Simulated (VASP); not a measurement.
Set up this calculation in VASP 6.6.1, as the native input.

```yaml
Task: single point
Functional: PBEsol
Potentials_or_basis: VASP PAW PBE potentials, release 64 (K_sv, Ta_pv, O)
Cutoff: 600 eV
k_mesh: 8 × 8 × 8
Occupations: gaussian, width 0.02 eV
Spin: no spin polarisation
Dipole_correction: no
Further_INCAR_settings: ALGO = Normal; EDIFF = 1e-06; NBANDS = 27
```

The structure of KTaO3 (m) lies in POSCAR:

```
KTaO3
1.0
    4.0575754182      0.0000000000      0.0000000000
    0.0000000000      4.0575754182      0.0000000000
    0.0000000000      0.0000000000      3.9615793016
K Ta O
1 1 3
Direct
    0.0000000000      0.0000000000      0.0000000000
    0.5000000000      0.5000000000      0.5000000000
    0.5000000000      0.5000000000      0.0000000000
    0.5000000000      0.0000000000      0.5000000000
    0.0000000000      0.5000000000      0.5000000000
```

These files were run (other wordings do the same):

INCAR

```
SYSTEM = KTaO3
  PREC = Accurate
  ENCUT = 600
  EDIFF = 1E-6
  ISMEAR = 0
  SIGMA = 0.02
  LREAL = .False.
  LASPH = .True.
  NELM = 120
  ALGO = Normal
  ISIF = 2
  LWAVE = .False.
  LCHARG = .False.
  GGA = PS
  NBANDS = 27
  GGA_COMPAT = .False.
```

KPOINTS

```
Automatic mesh
0
Gamma
  8 8 8
  0 0 0
```

Potentials or basis: VASP PAW PBE potentials, release 64 (K_sv, Ta_pv, O).

Run with:

```bash
$ cat potpaw_PBE.64/K_sv/POTCAR potpaw_PBE.64/Ta_pv/POTCAR potpaw_PBE.64/O/POTCAR > POTCAR
$ mpirun -np 1 vasp_std > vasp.out
```

It gave:

```
Pressure               : -5.0 GPa
Band gap on the k mesh : 1.98 eV, indirect (least direct gap 2.62 eV)
```

Caveat: the PAW data sets were made with another functional, which shifts forces and pressure a little; spin-orbit coupling is left out, which moves the levels of the heavy elements.

Run time: 97 s on 1 thread of Intel Xeon 6975P-C, on a shared host, peak memory 0.29 GiB.
